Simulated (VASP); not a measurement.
# Si (Fm-3m) in VASP: notebook

The runs below take Si through single point, with PBEsol.

All numbers are computed with VASP 6.6.1; they aren't measurements. Logs are shortened: lines on timing, memory, paths and dates and some standing lists are left out, and cuts for length are marked.

## Step 1: The cell of the first run

It takes space group Fm-3m (No. 225, cubic). The conventional cell has a = 3.404 Å, b = 3.404 Å, c = 3.404 Å, α = 90.00°, β = 90.00°, γ = 90.00°. Within 3.2 Å of Si (site symmetry m-3m) lie 12 Si at 2.41 Å.

## Step 2: Single point, PBEsol (volume scaled by 0.701, to set the pressure)

Input file INCAR:

```
SYSTEM = Si
  PREC = Accurate
  ENCUT = 520
  EDIFF = 1E-6
  ISMEAR = -1
  SIGMA = 0.05
  LREAL = .False.
  LASPH = .True.
  NELM = 80
  ALGO = Normal
  ISIF = 2
  LWAVE = .False.
  LCHARG = .False.
  GGA = PS
  NBANDS = 8
```

Input file KPOINTS:

```
regular mesh
0
Gamma
  19 19 19
  0 0 0
```

Input file POSCAR:

```
Si
1.0
    0.0000000000      1.7020768562      1.7020768562
    1.7020768562      0.0000000000      1.7020768562
    1.7020768562      1.7020768562      0.0000000000
Si
1
Direct
    0.0000000000      0.0000000000      0.0000000000
```

Potentials or basis: VASP PAW PBE potentials, release 64 (Si).

The run is started by

```sh
cat potpaw_PBE.64/Si/POTCAR > POTCAR
mpirun -np 1 vasp_std > vasp.out
```

OUTCAR:

```text
SYSTEM = Si
   PREC = Accurate
   ENCUT = 520
   EDIFF = 1E-6
   ISMEAR = -1
   LREAL = .False.
   LASPH = .True.
   NELM = 80
   ISIF = 2
   GGA = PS

 ion  position               nearest neighbor table
   1  0.000  0.000  0.000-

  LATTYP: Found a face centered cubic cell.
 ALAT       =     3.4041537124

  Lattice vectors:

 A1 = (   0.0000000000,   1.7020768562,   1.7020768562)
 A2 = (   1.7020768562,   0.0000000000,   1.7020768562)
 A3 = (   1.7020768562,   1.7020768562,   0.0000000000)

Analysis of symmetry for initial positions (statically):
=====================================================================
 Subroutine PRICEL returns:
 Original cell was already a primitive cell.

 Routine SETGRP: Setting up the symmetry group for a
 face centered cubic supercell.

 Subroutine GETGRP returns: Found 48 space group operations
 (whereof 48 operations were pure point group operations)
 out of a pool of 48 trial point group operations.

The static configuration has the point symmetry O_h .

Analysis of symmetry for dynamics (positions and initial velocities):
=====================================================================
 Subroutine PRICEL returns:
 Original cell was already a primitive cell.

 Routine SETGRP: Setting up the symmetry group for a
 face centered cubic supercell.

 Subroutine GETGRP returns: Found 48 space group operations
 (whereof 48 operations were pure point group operations)
 out of a pool of 48 trial point group operations.

The dynamic configuration has the point symmetry O_h .

 Subroutine INISYM returns: Found 48 space group operations
 (whereof 48 operations are pure point group operations),
 and found     1 'primitive' translations

----------------------------------------------------------------------------------------

                                     Primitive cell

  volume of cell :       9.8621

  direct lattice vectors                    reciprocal lattice vectors
     0.000000000  1.702076856  1.702076856    -0.293758768  0.293758768  0.293758768
     1.702076856  0.000000000  1.702076856     0.293758768 -0.293758768  0.293758768
     1.702076856  1.702076856  0.000000000     0.293758768  0.293758768 -0.293758768

  length of vectors
     2.407100174  2.407100174  2.407100174     0.508805111  0.508805111  0.508805111

  position of ions in fractional coordinates (direct lattice)
     0.000000000  0.000000000  0.000000000

  ion indices of the primitive-cell ions
   primitive index   ion index
                 1           1

----------------------------------------------------------------------------------------

 KPOINTS: regular mesh

Automatic generation of k-mesh.
 Grid dimensions read from file:
 generate k-points for:   19   19   19

 Generating k-lattice:

  Cartesian coordinates                     Fractional coordinates (reciprocal lattice)
    -0.015460988  0.015460988  0.015460988     0.052631579  0.000000000  0.000000000
     0.015460988 -0.015460988  0.015460988     0.000000000  0.052631579  0.000000000
     0.015460988  0.015460988 -0.015460988     0.000000000  0.000000000  0.052631579

  Length of vectors
     0.026779216  0.026779216  0.026779216

  Shift w.r.t. Gamma in fractional coordinates (k-lattice)
     0.000000000  0.000000000  0.000000000

 Subroutine IBZKPT returns following result:
 ===========================================

 Found    220 irreducible k-points:

 Following reciprocal coordinates:
            Coordinates               Weight
  0.000000  0.000000  0.000000      1.000000
  0.052632  0.000000  0.000000      8.000000
  0.105263  0.000000  0.000000      8.000000
  0.157895  0.000000  0.000000      8.000000
  0.210526  0.000000  0.000000      8.000000
  0.263158  0.000000  0.000000      8.000000
[... 16 lines left out ...]
 -0.315789  0.052632  0.000000     24.000000
 -0.263158  0.052632  0.000000     24.000000
 [... further k-points ...]
   k-points           NKPTS =    220   k-points in BZ     NKDIM =    220   number of bands    NBANDS=      8
   number of dos      NEDOS =    301   number of ions     NIONS =      1
   total plane-waves  NPLWV =   5832
   dimension x,y,z NGX =    18 NGY =   18 NGZ =   18
   dimension x,y,z NGXF=    36 NGYF=   36 NGZF=   36
   ions per type =               1
   NGX,Y,Z   is equivalent  to a cutoff of  12.43, 12.43, 12.43 a.u.
   NGXF,Y,Z  is equivalent  to a cutoff of  24.86, 24.86, 24.86 a.u.
 SYSTEM =  Si
   PREC   = accura    normal or accurate (medium, high low for compatibility)
   ISTART =      0    job   : 0-new  1-cont  2-samecut
   ICHARG =      2    charge: 1-file 2-atom 10-const
   ISPIN  =      1    spin polarized calculation?
   LNONCOLLINEAR =      F non collinear calculations
   LSORBIT =      F    spin-orbit coupling
   LASPH  =      T    aspherical Exc in radial PAW
   ENCUT  =  520.0 eV  38.22 Ry    6.18 a.u.   4.48  4.48  4.48*2*pi/ulx,y,z
   NELM   =     80;   NELMIN=  2; NELMDL= -5     # of ELM steps
   EDIFF  = 0.1E-05   stopping-criterion for ELM
   LREAL  =      F    real-space projection
   EDIFFG = 0.1E-04   stopping-criterion for IOM
   NSW    =      0    number of steps for IOM
   IBRION =     -1    ionic relax: 0-MD 1-quasi-New 2-CG
   NFREE  =      0    steps in history (QN), initial steepest desc. (CG)
   ISIF   =      2    stress and relaxation
   ISYM   =      2    0-nonsym 1-usesym 2-fastsym
   POTIM  = 0.5000    time-step for ionic-motion
   TEBEG  =    0.0;   TEEND  =   0.0 temperature during run
   PSTRESS=    0.0 pullay stress
   NELECT =       4.0000    total number of electrons
   NUPDOWN=      -1.0000    fix difference up-down
   EMIN   =  10.00;   EMAX   =-10.00  energy-range for DOS
   EFERMI =   0.00;   METHOD = LEGACY
   ISMEAR =    -1;   SIGMA  =   0.05  broadening in eV -4-tet -1-fermi 0-gaus
   EFERMI_NEDOS =   21; number of points for ismear=-14 and -15
   IALGO  =     38    algorithm
   IMIX   =      4    mixing-type and parameters
     AMIX     =   0.40;   BMIX     =  1.00
     AMIX_MAG =   1.60;   BMIX_MAG =  1.00
  volume/ion in A,a.u.               =       9.86        66.55
  Fermi-wavevector in a.u.,A,eV,Ry     =   1.211822  2.290012 19.980341  1.468514
  Thomas-Fermi vector in A             =   2.347326
   LORBIT       =      0    0 simple, 1 ext, 2 COOP (PROOUT), +10 PAW based schemes
   GGA     = PS    functional components
   LHFCALC =     F    Hartree Fock is set to
   AEXX    =    0.0000 exact exchange contribution
   IVDW    =     0    specifies the selected vdW correction
   LEPSILON=     F    determine dielectric tensor
   LRPA    =     F    only Hartree local field effects (RPA)
 non-spin polarized calculation
  energy-cutoff  :      520.00
  volume of cell :        9.86
 maximum number of plane-waves:       283
 NGX is ok and might be reduce to    18
   NGX =  9   NGY =  9   NGZ =  9

 number of electron       4.0000000 magnetization

 Free energy of the ion-electron system (eV)
  ---------------------------------------------------
  ext. energy  EPLUGINS =         0.00000000
  ---------------------------------------------------
  free energy    TOTEN  =        -4.67817027 eV

  energy without entropy =       -4.67548925  energy(sigma->0) =       -4.67682976

 E-fermi :  16.0863     XC(G=0): -12.8560

 val. band max:       16.0837540206   @ k =  -0.4211   0.3684   0.1579
 cond. band min:      16.2069208711   @ k =  -0.3158   0.4211   0.2105
 fundamental gap:      0.1231668505
 Fermi energy:        16.0862558031

 k-point     1 :       0.0000    0.0000    0.0000
  band No.  band energies     occupation
      1      -2.4707      2.00000
      2      29.5490      0.00000
      3      29.5490      0.00000
      4      29.5490      0.00000
      5      32.5893      0.00000
      6      32.5893      0.00000
      7      32.5893      0.00000
      8      35.8456      0.00000

 k-point     2 :       0.0526    0.0000    0.0000
  band No.  band energies     occupation
      1      -2.3667      2.00000
      2      27.8975      0.00000
      3      29.2917      0.00000
      4      29.2917      0.00000
      5      33.0075      0.00000
      6      33.0075      0.00000
      7      33.2175      0.00000
      8      36.8393      0.00000

 k-point     3 :       0.1053    0.0000    0.0000
  band No.  band energies     occupation
      1      -2.0553      2.00000
      2      25.1481      0.00000
      3      28.7736      0.00000
      4      28.7736      0.00000
      5      33.4188      0.00000
      6      33.9813      0.00000
      7      33.9813      0.00000
      8      37.0275      0.00000

 k-point     4 :       0.1579    0.0000    0.0000
  band No.  band energies     occupation
      1      -1.5377      2.00000
      2      22.2964      0.00000
      3      28.2634      0.00000
      4      28.2634      0.00000
      5      33.2879      0.00000
      6      34.8046      0.00000
      7      34.8046      0.00000
      8      36.1161      0.00000

 k-point     5 :       0.2105    0.0000    0.0000
  band No.  band energies     occupation
      1      -0.8159      2.00000
      2      19.5070      0.00000
      3      27.8584      0.00000
      4      27.8584      0.00000
      5      33.1063      0.00000
      6      33.8391      0.00000
      7      33.8391      0.00000
      8      37.2282      0.00000
[... 177 lines left out ...]
 k-point    22 :      -0.3684    0.0526    0.0000
  band No.  band energies     occupation
      1       3.1093      2.00000
      2      11.2458      2.00000
      3      25.4895      0.00000
      4      28.4988      0.00000
      5      29.2549      0.00000
      6      30.6577      0.00000
      7      33.9502      0.00000
      8      37.0558      0.00000

 k-point    23 :      -0.3158    0.0526    0.0000
  band No.  band energies     occupation
      1       1.7342      2.00000
      2      13.5661      2.00000
      3      25.3974      0.00000
      4      28.9685      0.00000
      5      29.6725      0.00000
      6      31.6539      0.00000
      7      33.7454      0.00000
      8      38.0748      0.00000

 k-point    24 :      -0.2632    0.0526    0.0000
  band No.  band energies     occupation
      1       0.5496      2.00000
      2      16.0436      1.40227
      3      25.4745      0.00000
      4      29.0606      0.00000
      5      30.7833      0.00000
      6      32.7872      0.00000
      7      33.7016      0.00000
      8      38.2204      0.00000

 [... further k-points ...]

------------------------ aborting loop because EDIFF is reached ----------------------------------------

  FORCE on cell =-STRESS in cart. coord.  units (eV):
  Direction    XX          YY          ZZ          XY          YZ          ZX
  --------------------------------------------------------------------------------------
  -------------------------------------------------------------------------------------
  Total        4.2550718      4.2550718      4.2550718      0.0000000     -0.0000000      0.0000000
  in kB      691.2736128    691.2736128    691.2736128      0.0000000     -0.0000000      0.0000000
  external PRESSURE =     691.2736128 kB  Pullay stress =       0.0000000 kB

 VOLUME and BASIS-vectors are now :
 -----------------------------------------------------------------------------
  energy-cutoff  :      520.00
  volume of cell :        9.86
      direct lattice vectors                 reciprocal lattice vectors
     0.000000000  1.702076856  1.702076856    -0.293758768  0.293758768  0.293758768
     1.702076856  0.000000000  1.702076856     0.293758768 -0.293758768  0.293758768
     1.702076856  1.702076856  0.000000000     0.293758768  0.293758768 -0.293758768

 POSITION                                       TOTAL-FORCE (eV/Angst)
 -----------------------------------------------------------------------------------
      0.00000      0.00000      0.00000         0.000000      0.000000      0.000000
 -----------------------------------------------------------------------------------
    total drift:                               -0.000000      0.000000      0.000000

  FREE ENERGIE OF THE ION-ELECTRON SYSTEM (eV)
  ---------------------------------------------------
  free  energy   TOTEN  =        -4.6781702737 eV

  energy  without entropy=       -4.6754892505  energy(sigma->0) =       -4.67682976
```

Wall time 9.3 s (1 thread of AMD EPYC 7R13 (Zen 3), shared host); peak memory 0.09 GiB.

What came out:

```yaml
Free_energy: -4.6782 eV
Pressure: 69.1 GPa
Band_gap_on_the_k_mesh: zero (band 2 reaches 29.55 eV, above the bottom of band 3 at 12.81 eV)
```

Caveat: the cell differs from its parent crystal (volume scaled by 0.701, to set the pressure); the PAW data sets were made with another functional, which shifts forces and pressure a little.

(Part 1 of 2 ends here.)
